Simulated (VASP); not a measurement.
The system is Ir.

```
Ir
1.0
     2.48152    0.00000    0.00000
     0.00000    2.48152    0.00000
     0.00000    0.00000    2.48152
Ir
1
Direct
  0.00000 0.00000 0.00000
```

```yaml
Program: VASP 6.6.1
Task: relaxation of cell and atoms
Functional: RPBE
Potentials_or_basis: VASP PAW PBE potentials, release 64 (Ir)
Cutoff: 600 eV
k_mesh: 13 × 13 × 13
Occupations: fermi-dirac, width 0.1 eV
Spin: no spin polarisation
```

At the start: pressure 38.6 GPa; volume 15.28 Å³/atom.

Question: Where does the relaxation end?

Answer: Over 5 steps the energy falls by 213.0 meV/atom and the volume is 17.28 Å³/atom (+13.1 %); space group Pm-3m (No. 221, to 0.05 Å).

Step by step:
| step | energy change (eV) | largest force (eV/Å) | pressure (GPa) | volume (Å³) |
| --- | --- | --- | --- | --- |
| 1 | 0.0000 | 0.0000 | 38.61 | 15.28 |
| 2 | 0.9276 | 0.0000 | -31.90 | 24.96 |
| 3 | -0.2082 | 0.0000 | -4.33 | 17.63 |
| 4 | -0.2128 | 0.0000 | -0.85 | 17.35 |
| 5 | -0.2130 | 0.0000 | 0.00 | 17.28 |

Final structure:
```yaml
crystal:
  lattice:
    - [2.58536, 0.00000, 0.00000]
    - [0.00000, 2.58536, 0.00000]
    - [0.00000, 0.00000, 2.58536]
  atoms:
    - { symbol: Ir, position: [0.00000, 0.00000, 0.00000] }
```

Caveat: the PAW data sets were made with another functional, which shifts forces and pressure a little.
